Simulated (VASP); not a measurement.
# Sc (Pm-3m) in VASP: notebook, part 2 of 2

VASP 6.6.1. The steps go on from the part before.

## (4) Single point, RPBE (volume scaled by 0.96)

Input file INCAR:

```
PREC     = Accurate       # precision mode
ENCUT    = 520            # plane-wave cutoff, eV
EDIFF    = 1E-6           # SCF threshold, eV
ISMEAR   = -1             # smearing method
SIGMA    = 0.1            # smearing width, eV
LREAL    = F              # projectors in reciprocal space
LASPH    = T              # aspherical terms in the spheres
NELM     = 60             # most SCF steps
ALGO     = Normal         # electronic algorithm
ISIF     = 2              # what is computed and relaxed
LWAVE    = F              # write WAVECAR
LCHARG   = F              # write CHGCAR
GGA      = RP             # functional
NBANDS   = 12             # bands
```

Input file KPOINTS:

```
Automatic mesh
0
Gamma
  12 12 12
```

Input file POSCAR:

```
Sc
1.0
    2.9812707954      0.0000000000      0.0000000000
    0.0000000000      2.9812707954      0.0000000000
    0.0000000000      0.0000000000      2.9812707954
Sc
1
Direct
    0.0000000000      0.0000000000      0.0000000000
```

Potentials or basis: VASP PAW PBE potentials, release 64 (Sc_sv).

On the command line:

```bash
$ cat potpaw_PBE.64/Sc_sv/POTCAR > POTCAR
$ mpirun -np 1 vasp_std > vasp.out
```

OUTCAR:

```text
PREC = Accurate
   ENCUT = 520
   EDIFF = 1E-6
   ISMEAR = -1
   LREAL = F
   LASPH = T
   NELM = 60
   ISIF = 2
   GGA = RP

 ion  position               nearest neighbor table
   1  0.000  0.000  0.000-

  LATTYP: Found a simple cubic cell.
 ALAT       =     2.9812707954

  Lattice vectors:

 A1 = (   2.9812707954,   0.0000000000,   0.0000000000)
 A2 = (   0.0000000000,   2.9812707954,   0.0000000000)
 A3 = (   0.0000000000,   0.0000000000,   2.9812707954)

Analysis of symmetry for initial positions (statically):
=====================================================================
 Subroutine PRICEL returns:
 Original cell was already a primitive cell.

 Routine SETGRP: Setting up the symmetry group for a
 simple cubic supercell.

 Subroutine GETGRP returns: Found 48 space group operations
 (whereof 48 operations were pure point group operations)
 out of a pool of 48 trial point group operations.

The static configuration has the point symmetry O_h .

Analysis of symmetry for dynamics (positions and initial velocities):
=====================================================================
[... 159 lines left out ...]
 cond. band min:       3.5139701679   @ k =   0.5000   0.2500   0.1667
 fundamental gap:      0.0046077081
 Fermi energy:         3.5097417543

 k-point     1 :       0.0000    0.0000    0.0000
  band No.  band energies     occupation
      1     -46.3589      2.00000
      2     -24.6808      2.00000
      3     -24.6808      2.00000
      4     -24.6808      2.00000
      5      -1.4835      2.00000
      6       3.0459      1.98084
      7       3.0459      1.98084
      8       7.1994      0.00000
      9       7.1994      0.00000
     10       7.1994      0.00000
     11      15.5597      0.00000
     12      15.5597      0.00000
[... 331 lines left out ...]
 k-point    24 :       0.4167    0.3333    0.0000
  band No.  band energies     occupation
      1     -46.2625      2.00000
      2     -25.0855      2.00000
      3     -24.9904      2.00000
      4     -24.6107      2.00000
      5       1.9947      2.00000
      6       3.3644      1.62116
      7       5.3713      0.00000
      8       6.0334      0.00000
      9       6.1965      0.00000
     10       6.3187      0.00000
     11       9.4415      0.00000
     12      13.2913      0.00000

 [... further k-points ...]
[... 5 lines left out ...]
  --------------------------------------------------------------------------------------
  -------------------------------------------------------------------------------------
  Total        0.2302141      0.2302141      0.2302141      0.0000000      0.0000000     -0.0000000
  in kB       13.9199676     13.9199676     13.9199676      0.0000000      0.0000000     -0.0000000
  external PRESSURE =      13.9199676 kB  Pullay stress =       0.0000000 kB

 VOLUME and BASIS-vectors are now :
 -----------------------------------------------------------------------------
  energy-cutoff  :      520.00
  volume of cell :       26.50
      direct lattice vectors                 reciprocal lattice vectors
     2.981270795  0.000000000  0.000000000     0.335427430  0.000000000  0.000000000
     0.000000000  2.981270795  0.000000000     0.000000000  0.335427430  0.000000000
     0.000000000  0.000000000  2.981270795     0.000000000  0.000000000  0.335427430

 POSITION                                       TOTAL-FORCE (eV/Angst)
 -----------------------------------------------------------------------------------
      0.00000      0.00000      0.00000         0.000000      0.000000      0.000000
 -----------------------------------------------------------------------------------
    total drift:                                0.000000     -0.000000      0.000000

  FREE ENERGIE OF THE ION-ELECTRON SYSTEM (eV)
  ---------------------------------------------------
  free  energy   TOTEN  =        -5.2120509907 eV

  energy  without entropy=       -5.1225735811  energy(sigma->0) =       -5.16731229
```

stdout:

```text
POSCAR found type information on POSCAR Sc
 POSCAR found :  1 types and       1 ions
 scaLAPACK will be used
 -----------------------------------------------------------------------------
|                                                                             |
|                                                                             |
|     You enforced a specific xc type in the INCAR file but a different       |
|     I HOPE YOU KNOW WHAT YOU ARE DOING!                                     |
|                                                                             |
 -----------------------------------------------------------------------------

 LDA part: xc-table for (Slater+PW92), standard interpolation
 POSCAR, INCAR and KPOINTS ok, starting setup
 FFT: planning ... GRIDC
 FFT: planning ... GRID_SOFT
 FFT: planning ... GRID
 WAVECAR not read
 entering main loop
```

It took 8 s on 1 thread of Intel Xeon 6975P-C (Granite Rapids), shared host; peak memory 0.14 GiB.

Results:

```
Free energy : -5.2121 eV
Pressure    : 1.4 GPa
```

Caveat: the cell differs from its parent crystal (volume scaled by 0.96); the PAW data sets were made with another functional, which shifts forces and pressure a little.

## (5) Single point, RPBE

This run uses another cell than the first one, of 27.60 Å³/atom, 1.136 times its volume.

Input file INCAR:

```
SYSTEM = Sc
ALGO = Normal
EDIFF = 1E-6
ENCUT = 520
GGA = RP
ISIF = 2
ISMEAR = -1
LASPH = .True.
LCHARG = .True.
LELF = .True.
LREAL = .False.
LVHAR = .True.
LWAVE = .False.
NBANDS = 12
NELM = 100
PREC = Accurate
SIGMA = 0.1
```

Input file KPOINTS:

```
k-points
0
Gamma
  12 12 12
  0 0 0
```

Input file POSCAR:

```
Sc
1.0
    3.0221151968      0.0000000000      0.0000000000
    0.0000000000      3.0221151968      0.0000000000
    0.0000000000      0.0000000000      3.0221151968
Sc
1
Direct
    0.0000000000      0.0000000000      0.0000000000
```

On the command line:

```bash
$ cat potpaw_PBE.64/Sc_sv/POTCAR > POTCAR
$ mpirun -np 1 vasp_std > vasp.out
```

It took 8.4 s on 1 thread of Intel Xeon 6975P-C (Granite Rapids), shared host; peak memory 0.15 GiB.

Results (log left out):

* Free energy: -5.2172 eV
* Pressure: 0.0 GPa

Levels at points of the mesh, in eV from the Fermi level:
```tsv
k point	band 1	band 2	band 3	band 4	band 5	band 6	band 7	band 8	band 9	band 10
(0.00, 0.00, 0.00)	-49.95	-28.29	-28.29	-28.29	-4.91	-0.42	-0.42	3.53	3.53	3.53
(0.50, 0.00, 0.00)	-49.90	-28.72	-28.26	-28.26	-1.66	-0.60	0.14	2.12	2.12	3.66
(0.50, 0.50, 0.00)	-49.85	-28.66	-28.66	-28.22	-1.57	0.20	2.44	2.44	3.37	3.37
(0.50, 0.50, 0.50)	-49.80	-28.61	-28.61	-28.61	-0.38	-0.38	-0.38	4.41	4.41	7.18
```

Caveat: the PAW data sets were made with another functional, which shifts forces and pressure a little.

## (6) Single point, RPBE (volume scaled by 1.04)

Input file INCAR:

```
ALGO     = Normal         # electronic algorithm
EDIFF    = 1E-7           # SCF threshold, eV
ENCUT    = 520            # plane-wave cutoff, eV
GGA      = RP             # functional
ISIF     = 2              # what is computed and relaxed
ISMEAR   = -1             # smearing method
LASPH    = T              # aspherical terms in the spheres
LCHARG   = F              # write CHGCAR
LREAL    = F              # projectors in reciprocal space
LWAVE    = F              # write WAVECAR
NBANDS   = 12             # bands
NELM     = 100            # most SCF steps
PREC     = Accurate       # precision mode
SIGMA    = 0.1            # smearing width, eV
```

Input file KPOINTS:

```
k-points
0
Gamma
  12 12 12
```

Input file POSCAR:

```
Sc
1.0
    3.0618844311      0.0000000000      0.0000000000
    0.0000000000      3.0618844311      0.0000000000
    0.0000000000      0.0000000000      3.0618844311
Sc
1
Direct
    0.0000000000      0.0000000000      0.0000000000
```

Potentials or basis: VASP PAW PBE potentials, release 64 (Sc_sv).

On the command line:

```bash
$ cat potpaw_PBE.64/Sc_sv/POTCAR > POTCAR
$ mpirun -np 1 vasp_std > vasp.out
```

It took 9.4 s on 1 thread of Intel Xeon 6975P-C (Granite Rapids), shared host; peak memory 0.15 GiB.

The run converged. Its results:

- Free energy: -5.2132 eV
- Pressure: -1.2 GPa

Levels at points of the mesh, in eV from the Fermi level:
| k point | band 3 | band 4 | band 5 | band 6 | band 7 | band 8 |
| --- | --- | --- | --- | --- | --- | --- |
| (0.00, 0.00, 0.00) | -28.39 | -28.39 | -4.83 | -0.39 | -0.39 | 3.38 |
| (0.50, 0.00, 0.00) | -28.36 | -28.36 | -1.67 | -0.62 | 0.14 | 2.05 |
| (0.50, 0.50, 0.00) | -28.72 | -28.33 | -1.47 | 0.18 | 2.35 | 2.35 |
| (0.50, 0.50, 0.50) | -28.67 | -28.67 | -0.33 | -0.33 | -0.33 | 4.21 |

Caveat: the cell differs from its parent crystal (volume scaled by 1.04); the PAW data sets were made with another functional, which shifts forces and pressure a little.

## (7) The runs side by side

| cell | gap on the mesh (eV) | pressure (GPa) |
| --- | --- | --- |
| a = 2.896 Å, 1 atom | none | 5.0 |
| a = 2.939 Å, 1 atom | none | 3.1 |
| a = 2.981 Å, 1 atom | none | 1.4 |
| a = 3.022 Å, 1 atom | none | 0.0 |
| a = 3.062 Å, 1 atom | none | -1.2 |

Alike in all rows: task single point; level RPBE; potentials or basis VASP PAW PBE potentials, release 64 (Sc_sv); no spin polarisation; k mesh 12 × 12 × 12; cutoff (eV) 520; smearing fermi-dirac 0.1 eV.

Caveats: the PAW data sets were made with another functional, which shifts forces and pressure a little.

Absolute energies hang on the potentials; compare differences alone.
